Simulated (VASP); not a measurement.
Set up this calculation in VASP 6.6.1, as the native input.

```yaml
Task: single point
Functional: PBEsol
Potentials_or_basis: VASP PAW PBE potentials, release 64 (Li_sv)
Cutoff: 520 eV
k_mesh: 18 × 18 × 18
Occupations: gaussian, width 0.15 eV
Spin: no spin polarisation
Dipole_correction: no
Further_INCAR_settings: ALGO = Normal; EDIFF = 1e-06; NBANDS = 8
```

The structure of Li lies in POSCAR:

```
Li
1.0
    0.0165150000      2.2020000000      2.2020000000
    2.2185150000      0.0000000000      2.2185150000
    2.2020000000      2.2020000000      0.0165150000
Li
1
Direct
    0.0000000000      0.0000000000      0.0000000000
```

This cell differs from its parent crystal: strain +0.0150 x Voigt [0, 0, 0, 0, 1, 0].

One way to write it, as run:

INCAR

```
SYSTEM = Li
PREC = Accurate ; ENCUT = 520
EDIFF = 1E-6 ; ISMEAR = 0
SIGMA = 0.15 ; LREAL = .False.
LASPH = .True. ; NELM = 60
ALGO = Normal ; ISIF = 2
LWAVE = .False. ; LCHARG = .False.
GGA = PS ; NBANDS = 8
```

KPOINTS

```
regular mesh
0
Gamma
  18 18 18
  0 0 0
```

Potentials or basis: VASP PAW PBE potentials, release 64 (Li_sv).

Command:

```sh
$ cat potpaw_PBE.64/Li_sv/POTCAR > POTCAR
$ mpirun -np 1 vasp_std > vasp.out
```

Wall time 2.9 min on 1 thread of Oxide Virtual Turin-like Processor, on a shared host, peak memory 0.18 GiB.
